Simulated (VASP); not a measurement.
Here is a VASP 6.6.1 calculation.

INCAR

```
SYSTEM = SiC
PREC = Accurate ; ENCUT = 520
EDIFF = 1E-7 ; ISMEAR = 0
SIGMA = 0.02 ; LREAL = .False.
LASPH = .True. ; NELM = 120
ALGO = Normal ; ISIF = 2
LWAVE = .False. ; LCHARG = .False.
GGA = PS ; IBRION = 2
NSW = 60 ; EDIFFG = -0.002
GGA_COMPAT = .False. ; NELMIN = 4
```

The input KPOINTS:

```
regular mesh
0
Gamma
  10 10 10
  0 0 0
```

The input POSCAR:

```
SiC
1.0
    0.0098644269      2.1903777913      2.1728130176
    2.1903777913      0.0098644269      2.1728130176
    2.2002422182      2.2002422182      0.0000000000
Si C
1 1
Direct
    0.0004912380      0.0004912380     -0.0004912380
    0.2495087620      0.2495087620      0.2504912380
```

Potentials or basis: VASP PAW PBE potentials, release 64 (Si, C).

Run with:

```console
$ cat potpaw_PBE.64/Si/POTCAR potpaw_PBE.64/C/POTCAR > POTCAR
$ mpirun -np 1 vasp_std > vasp.out
```

Task: Estimate the energy gained by relaxing.

Result: 0.0 meV/atom.

Task: Estimate the band gap on the k mesh.

Result: 1.15 eV, indirect (least direct gap 4.36 eV).

Final structure:
```
CELL_PARAMETERS angstrom
0.00986 2.19038 2.17281
2.19038 0.00986 2.17281
2.20024 2.20024 0.00000
ATOMIC_POSITIONS crystal
Si 0.00045 0.00045 0.99955
C 0.24955 0.24955 0.25045
```

Caveat: the cell differs from its parent crystal (strained cell). A k mesh can miss the band edges.
